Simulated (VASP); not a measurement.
## ScSi2O3: relaxation of cell and atoms with PBE

ScSi2O3:

```
Sc Si O
1.0
     5.76413    0.00000    0.00000
    -2.88207    4.99189    0.00000
     0.00000    0.00000    2.73792
Sc Si O
1 2 3
Cartesian
  0.0000 0.0000 1.3690
  0.0000 3.3279 1.3690
  2.8821 1.6640 1.3690
  2.0214 0.0000 1.3690
  -1.0107 1.7506 1.3690
  1.8714 3.2413 1.3690
```

```
Program                : VASP 6.6.1
Task                   : relaxation of cell and atoms
Functional             : PBE
Potentials or basis    : VASP PAW PBE potentials, release 64 (Sc_sv, Si, O)
Cutoff                 : 600 eV
k mesh                 : 3 × 3 × 6
Occupations            : gaussian, width 0.1 eV
Spin                   : no spin polarisation
Dipole correction      : no
Further INCAR settings : ALGO = Normal; EDIFF = 1e-06; IBRION = 2; EDIFFG = -0.04; NSW = 90; ISIF = 3
```

| Quantity | Value |
| --- | --- |
| Relaxed volume | 13.37 Å³/atom |
| Relaxed cell | a = 5.755 Å, b = 5.755 Å, c = 2.796 Å, α = 90.00°, β = 90.00°, γ = 120.00° |
| Space group after relaxing (to 0.05 Å) | P-62m (No. 189) |
| Energy gained by relaxing | 5.2 meV/atom |
| Ionic steps | 5 |
| Pressure after relaxing | -0.1 GPa |
| Largest force after relaxing | 0.014 eV/Å |

Forces on the atoms (eV/Å):
```
Sc   0.000  0.000  0.000
Si   0.000  0.000  0.000
Si   0.000  0.000  0.000
O    0.014  0.000  0.000
O   -0.007  0.012  0.000
O   -0.007 -0.012  0.000
```

The path:
```csv
step,energy change (eV),largest force (eV/Å),pressure (GPa),volume (Å³)
1,0.0000,0.3035,1.14,78.78
2,-0.0283,0.1235,0.24,79.84
3,-0.0309,0.0519,-0.08,80.27
4,-0.0309,0.0477,-0.10,80.30
5,-0.0312,0.0143,-0.06,80.21
```

Final structure:
```
Sc Si O
1.0
     5.75508    0.00000    0.00000
    -2.87754    4.98404    0.00000
     0.00000    0.00000    2.79635
Sc Si O
1 2 3
Direct
  0.00000 0.00000 0.50000
  0.33333 0.66667 0.50000
  0.66667 0.33333 0.50000
  0.35479 0.00000 0.50000
  0.00000 0.35479 0.50000
  0.64521 0.64521 0.50000
```

Levels at points of the mesh, in eV from the Fermi level:
```tsv
k point	band 16	band 17	band 18	band 19	band 20	band 21
(0.00, 0.00, 0.00)	-3.65	-3.65	-1.30	-0.07	0.96	0.96
(0.00, 0.00, 0.50)	-6.10	-2.49	-0.38	0.11	0.11	0.12
```

It took 42 s on 1 thread of Intel(R) Xeon(R) 6975P-C (Granite Rapids), on a shared host, peak memory 0.24 GiB.

Caveat: the k points lie up to 0.42 Å⁻¹ apart in the final cell; an odd number of electrons without spin polarisation forces a metal; a magnetic or distorted state may lie lower.
